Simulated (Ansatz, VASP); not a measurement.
**Two plane-wave programs on Ga**

```xyz
3
Lattice="4.8525 0.0000 0.0000 -2.4262 4.2024 0.0000 0.0000 0.0000 3.2757" Properties=species:S:1:pos:R:3 pbc="T T T"
Ga    2.4262    4.2024    0.0000
Ga    0.0000    2.8016    1.6379
Ga    2.4262    1.4008    1.6379
```

Alike in both runs: functional BLYP; k mesh 8 × 8 × 11; occupations fermi-dirac, width 0.1 eV; no spin polarisation.

Ansatz relaxed the structure, and its values are those at the end. VASP's run is a single point on that final structure, the one shown.

|  | VASP | Ansatz |
| --- | --- | --- |
| version | VASP 6.6.1 | Ansatz 0.2.0 |
| potentials or method | VASP PAW PBE potentials, release 64 (Ga_d), cutoff 520 eV | plane waves (420 eV) with PAW, scalar-relativistic |
| valence electrons in the cell | 39 | 39 |

```tsv
	VASP	Ansatz	Ansatz less VASP
pressure (GPa)	0.2	0.0	-0.17
```

VASP's potentials were made for PBE, not for BLYP. The functional is the same, so the differences come from potentials, cutoffs and numerics.
